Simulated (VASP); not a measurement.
Write the native input for VASP 6.6.1 that does the following.

| Item | Value |
| --- | --- |
| Task | density of states |
| Functional | PBEsol |
| Potentials or basis | VASP PAW PBE potentials, release 64 (Hf_pv, N) |
| Cutoff | 520 eV |
| k mesh | 15 × 15 × 15 |
| Occupations | fermi-dirac, width 0.1 eV |
| Spin | no spin polarisation |
| Dipole correction | no |
| k mesh for the DOS | 23 × 23 × 23 |
| Occupations for the DOS | tetrahedron |
| Further INCAR settings | ALGO = Normal; EDIFF = 1e-07; NBANDS = 14 |

Crystal: HfN (rocksalt type).

```
Hf N
1.0
     0.00000    2.05407    2.05407
     2.05407    0.00000    2.05407
     2.05407    2.05407    0.00000
Hf N
1 1
Cartesian
  0.0000 0.0000 0.0000
  2.0541 2.0541 2.0541
```

This cell differs from its parent crystal: volume scaled by 0.76.

One way to write it, as run:

POSCAR

```
HfN
1.0
    0.0000000000      2.0540657164      2.0540657164
    2.0540657164      0.0000000000      2.0540657164
    2.0540657164      2.0540657164      0.0000000000
Hf N
1 1
Direct
    0.0000000000      0.0000000000      0.0000000000
    0.5000000000      0.5000000000      0.5000000000
```

INCAR.step1

```
SYSTEM = HfN
PREC = Accurate ; ENCUT = 520
EDIFF = 1E-7 ; ISMEAR = -1
SIGMA = 0.1 ; LREAL = .False.
LASPH = .True. ; NELM = 80
ALGO = Normal ; ISIF = 2
LWAVE = .False. ; LCHARG = .True.
LMAXMIX = 4 ; GGA = PS
NBANDS = 14
```

KPOINTS.step1

```
Automatic mesh
0
Gamma
  15 15 15
  0 0 0
```

INCAR.step2

```
SYSTEM = HfN
PREC = Accurate ; ENCUT = 520
EDIFF = 1E-7 ; ISMEAR = -5
SIGMA = 0.1 ; LREAL = .False.
LASPH = .True. ; NELM = 80
ALGO = Normal ; ISIF = 2
LWAVE = .False. ; LCHARG = .False.
LMAXMIX = 4 ; GGA = PS
LORBIT = 11 ; NBANDS = 14
NEDOS = 2001 ; ICHARG = 11
```

KPOINTS.step2

```
Automatic mesh
0
Gamma
  23 23 23
  0 0 0
```

Potentials or basis: VASP PAW PBE potentials, release 64 (Hf_pv, N).

The run is started by

```bash
$ cat potpaw_PBE.64/Hf_pv/POTCAR potpaw_PBE.64/N/POTCAR > POTCAR
$ cp INCAR.step1 INCAR
$ cp KPOINTS.step1 KPOINTS
$ mpirun -np 1 vasp_std > vasp.out
$ cp INCAR.step2 INCAR
$ cp KPOINTS.step2 KPOINTS
$ mpirun -np 1 vasp_std > vasp.out
```

It gave:

The valence electrons inside the program's atomic spheres are Hf 9.87; N 3.98.

Caveat: spin-orbit coupling is left out, which moves the levels of the heavy elements.

It took 83 s on 1 thread of Intel Xeon 8259CL, on a shared host, peak memory 0.22 GiB.
